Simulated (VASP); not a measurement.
Crystal: EuSn3.

```
Eu Sn
1.0
     4.76441    0.00000    0.00000
     0.00000    4.76441    0.00000
     0.00000    0.00000    4.76441
Eu Sn
1 3
Direct
  0.00000 0.00000 0.00000
  0.00000 0.50000 0.50000
  0.50000 0.50000 0.00000
  0.50000 0.00000 0.50000
```

Base run:

* Program: VASP 6.6.1
* Functional: LDA
* Potentials or basis: VASP PAW PBE potentials, release 64 (Eu, Sn_d)
* Cutoff: 520 eV
* k mesh: 6 × 6 × 6
* Occupations: fermi-dirac, width 0.05 eV
* Spin: collinear spin, ferromagnetic start
* Starting moments: [7.0, 0.0, 0.0, 0.0] μB
* Hubbard terms: Eu f U = 7.0 eV

Its results: pressure -2.9 GPa; net moment 7.05 μB per cell; site moments Eu +6.74; Sn -0.00 μB.

Q: The run is repeated on the same cell with these changes: hubbard terms from Eu f U = 7.0 eV to Eu f U = 3.0 eV. What comes out?

A: Pressure -3.6 GPa; net moment 6.94 μB per cell; site moments Eu +6.63; Sn -0.00 μB.

Caveats: the PAW data sets were made with another functional, which shifts forces and pressure a little; the cell stands under tension (at least some runs).
